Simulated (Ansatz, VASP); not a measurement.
C in VASP and in Ansatz

File INCAR:

```
SYSTEM = C
  PREC = Accurate
  ENCUT = 910
  EDIFF = 1E-6
  ISMEAR = -1
  SIGMA = 0.02
  LREAL = .FALSE.
  LASPH = .TRUE.
  NELM = 120
  ALGO = Normal
  ISIF = 2
  LWAVE = .FALSE.
  LCHARG = .FALSE.
  GGA = PS
  NBANDS = 16
  GGA_COMPAT = .FALSE.
```

Contents of KPOINTS:

```
regular mesh
0
G
  12 9 12
  0 0 0
```

POSCAR

```
C
1.0
   -1.7769030118      1.7769030118      0.0000000000
    0.0000000000      0.0000000000      3.5538060236
    1.7769030118      1.7769030118      0.0000000000
C
4
Direct
    0.5000000000      0.3750000000      0.2500000000
    0.0000000000      0.8750000000      0.7500000000
    0.0000000000      0.1250000000      0.2500000000
    0.5000000000      0.6250000000      0.7500000000
```

Input for Ansatz:

```yaml
crystal:
  lattice:
    - [-1.7769030118, 1.7769030118, 0.0]
    - [0.0, 0.0, 3.5538060236]
    - [1.7769030118, 1.7769030118, 0.0]
  atoms:
    - { symbol: C, position: [0.5, 0.375, 0.25] }
    - { symbol: C, position: [0.0, 0.875, 0.75] }
    - { symbol: C, position: [0.0, 0.125, 0.25] }
    - { symbol: C, position: [0.5, 0.625, 0.75] }
kpoints:
  mp_grid: { grid: [12, 9, 12] }
scf:
  occupations: { method: fermi_dirac, width: 0.02 }
hamiltonian:
  xc: pbesol
  pseudopotentials: { kind: paw }
output:
  forces: true
  stress: true
  eigenvalues: true
```

Alike in both runs: task single point; functional PBEsol; k mesh 12 × 9 × 12; occupations fermi-dirac, width 0.02 eV; no spin polarisation.

|  | VASP | Ansatz |
| --- | --- | --- |
| version | VASP 6.6.1 | Ansatz 0.2.0 |
| potentials or method | VASP PAW PBE potentials, release 64 (C_h) | PAW with Ansatz's default frozen-core files, scalar-relativistic |
| plane-wave cutoff (eV) | 910 | 420 |
| valence electrons in the cell | 16 | 16 |

```tsv
	VASP	Ansatz	Ansatz less VASP
gap on the k mesh at the Fermi level (eV)	4.05	4.05	+0.002
```

VASP's potentials were made for PBE, not for PBEsol.

Noted on VASP's run: the cutoff is short for stress, so the pressure is rough.
